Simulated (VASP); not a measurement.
Set up this calculation in VASP 6.6.1, as the native input.

```yaml
Task: single point
Functional: r2SCAN
Potentials_or_basis: VASP PAW PBE potentials, release 64 (W_sv, Se, C)
Cutoff: 520 eV
k_mesh: 6 × 6 × 2
Occupations: fermi-dirac, width 0.0399 eV
Spin: no spin polarisation
Dipole_correction: no
Further_INCAR_settings: ALGO = Normal; EDIFF = 1e-06; NBANDS = 30
```

The system is W2CSe2.

```
W Se C
1.0
     3.35315    0.00000    0.00000
    -1.67658    2.90391    0.00000
     0.00000    0.00000    8.95166
W Se C
2 2 1
Direct
  0.33333 0.66667 0.11170
  0.66667 0.33333 0.88830
  0.33333 0.66667 0.69329
  0.66667 0.33333 0.30671
  0.00000 0.00000 0.00000
```

These files were run (other wordings do the same):

POSCAR

```
W2CSe2
1.0
    3.3531508842     -0.0000002836      0.0000000000
   -1.6765751965      2.9039139903      0.0000000000
    0.0000000000      0.0000000000      8.9516575663
W Se C
2 2 1
Direct
    0.3333333333      0.6666666667      0.1117029531
    0.6666666667      0.3333333333      0.8882970469
    0.3333333333      0.6666666667      0.6932893410
    0.6666666667      0.3333333333      0.3067106590
    0.0000000000      0.0000000000      0.0000000000
```

INCAR.step1

```
  ALGO = Normal
  EDIFF = 1E-4
  ENCUT = 520
  GGA = PE
  ISMEAR = -1
  LASPH = T
  LCHARG = F
  LREAL = F
  LWAVE = T
  NBANDS = 30
  NELM = 80
  PREC = Accurate
  SIGMA = 0.0399
```

INCAR.step2

```
  ALGO = Normal
  EDIFF = 1E-6
  ENCUT = 520
  ISIF = 2
  ISMEAR = -1
  ISTART = 1
  LASPH = T
  LCHARG = T
  LELF = T
  LMIXTAU = T
  LREAL = F
  LVHAR = T
  LWAVE = F
  METAGGA = R2SCAN
  NBANDS = 30
  NELM = 80
  PREC = Accurate
  SIGMA = 0.0399
```

KPOINTS

```
k-points
0
Gamma
  6 6 2
```

Potentials or basis: VASP PAW PBE potentials, release 64 (W_sv, Se, C).

The run is started by

```console
$ cat potpaw_PBE.64/W_sv/POTCAR potpaw_PBE.64/Se/POTCAR potpaw_PBE.64/C/POTCAR > POTCAR
$ cp INCAR.step1 INCAR
$ mpirun -np 1 vasp_std > vasp.out
$ cp INCAR.step2 INCAR
$ mpirun -np 1 vasp_std > vasp.out
```

It gave:

| Quantity | Value |
| --- | --- |
| Pressure | 0.7 GPa |
| Largest force | 0.073 eV/Å |
| Band gap on the k mesh | zero (bands 22 and 23 overlap by 0.79 eV) |

Caveat: the k points lie up to 0.36 Å⁻¹ apart, too coarse for converged energies and pressures of a metal; the PAW data sets were made with another functional, which shifts forces and pressure a little; spin-orbit coupling is left out, which moves the levels of the heavy elements.

It took 5.6 min on 1 thread of Intel Xeon 8259CL, on a shared host, peak memory 0.25 GiB.
